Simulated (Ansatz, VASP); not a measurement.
# GaN in VASP and in Ansatz

File POSCAR:

```
GaN
1.0
    4.4978735351      0.0000000000      0.0000000000
    0.0000000000     -4.4978735351      0.0000000000
    0.0000000000      0.0000000000     -4.4978735351
Ga N
4 4
Direct
    0.0000000000      0.0000000000      0.0000000000
    0.5000000000      0.5000000000      0.0000000000
    0.5000000000      0.0000000000      0.5000000000
    0.0000000000      0.5000000000      0.5000000000
    0.7500000000      0.7500000000      0.7500000000
    0.2500000000      0.2500000000      0.7500000000
    0.2500000000      0.7500000000      0.2500000000
    0.7500000000      0.2500000000      0.2500000000
```

Contents of INCAR.step1:

```
  PREC = Accurate
  ENCUT = 520
  ISMEAR = 0
  SIGMA = 0.05
  LREAL = False
  LASPH = True
  NELM = 80
  NBANDS = 46
  GGA = PE
  ALGO = Normal
  EDIFF = 1E-4
  LWAVE = True
  LCHARG = False
```

The input INCAR.step2:

```
  PREC = Accurate
  ENCUT = 520
  EDIFF = 1E-6
  ISMEAR = 0
  SIGMA = 0.05
  LREAL = False
  LASPH = True
  NELM = 80
  ALGO = Normal
  ISIF = 2
  LWAVE = False
  LCHARG = False
  METAGGA = R2SCAN
  LMIXTAU = True
  NBANDS = 46
  ISTART = 1
```

File KPOINTS:

```
regular mesh
0
Gamma
  6 6 6
```

Input for Ansatz:

```yaml
crystal:
  lattice:
    - [4.4978735351, 0.0, 0.0]
    - [0.0, -4.4978735351, 0.0]
    - [0.0, 0.0, -4.4978735351]
  atoms:
    - { symbol: Ga, position: [0.0, 0.0, 0.0] }
    - { symbol: Ga, position: [0.5, 0.5, 0.0] }
    - { symbol: Ga, position: [0.5, 0.0, 0.5] }
    - { symbol: Ga, position: [0.0, 0.5, 0.5] }
    - { symbol: "N", position: [0.75, 0.75, 0.75] }
    - { symbol: "N", position: [0.25, 0.25, 0.75] }
    - { symbol: "N", position: [0.25, 0.75, 0.25] }
    - { symbol: "N", position: [0.75, 0.25, 0.25] }
basis:
  ecutwfc: 500
kpoints:
  mp_grid: { grid: [6, 6, 6] }
hamiltonian:
  xc: r2scan
scf:
  occupations: { method: gaussian, width: 0.05 }
output:
  forces: true
  stress: true
  eigenvalues: true
```

Alike in both runs: task single point; functional r2SCAN; k mesh 6 × 6 × 6; occupations gaussian, width 0.05 eV; no spin polarisation.

|  | VASP | Ansatz |
| --- | --- | --- |
| version | VASP 6.6.1 | Ansatz 0.2.0 |
| potentials or method | VASP PAW PBE potentials, release 64 (Ga_d, N), cutoff 520 eV | scalar-relativistic, plane waves, PAW |
| valence electrons in the cell | 72 | 72 |

```csv
,VASP,Ansatz,Ansatz less VASP
gap on the k mesh at the Fermi level (eV),2.16,2.17,+0.009
least direct gap on the mesh (eV),2.16,2.17,+0.009
pressure (GPa),0.9,0.0,-0.90
```

VASP's potentials were made for PBE, not for r2SCAN.
